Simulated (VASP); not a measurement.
A run of VASP 6.6.1 is set up as follows.

The input INCAR:

```
SYSTEM = AlNi
PREC = Accurate
ENCUT = 600
EDIFF = 1E-6
ISMEAR = -1
SIGMA = 0.05
LREAL = .FALSE.
LASPH = .TRUE.
NELM = 150
ALGO = Fast
ISIF = 3
LWAVE = .FALSE.
LCHARG = .FALSE.
ISPIN = 2
MAGMOM = 1 0
LORBIT = 11
LMAXMIX = 4
GGA = PS
IVDW = 13
IBRION = 2
NSW = 60
EDIFFG = -0.01
```

Contents of KPOINTS:

```
regular mesh
0
G
  10 10 9
  0 0 0
```

Contents of POSCAR:

```
AlNi
1.0
    1.9386940000     -1.9531901500      0.0000000000
    1.9386940000      1.9531901500      0.0000000000
    0.0000000000      0.0000000000      3.0994300413
Ni Al
1 1
Direct
    0.5000000000      0.5000000000      0.5000000000
    0.0000000000      0.0000000000      0.0000000000
```

Potentials or basis: VASP PAW PBE potentials, release 64 (Ni, Al).

Launch:

```console
$ cat potpaw_PBE.64/Ni/POTCAR potpaw_PBE.64/Al/POTCAR > POTCAR
$ mpirun -np 1 vasp_std > vasp.out
```

**Question.** What does it give for the relaxed cell?

**Answer.** a = 2.844 Å, b = 2.844 Å, c = 2.848 Å, α = 90.00°, β = 90.00°, γ = 90.00°.

**Question.** Predict the dispersion energy per atom.

**Answer.** -0.264 eV.

**Question.** What does it give for the net moment?

**Answer.** 0.00 μB per cell.

Final structure:
```
Ni Al
1.0
     2.01089   -2.01082    0.00000
     2.01089    2.01082    0.00000
     0.00000    0.00000    2.84825
Ni Al
1 1
Direct
  0.50000 0.50000 0.50000
  0.00000 0.00000 0.00000
```

Caveat: the moments typed at the start vanished in this run.
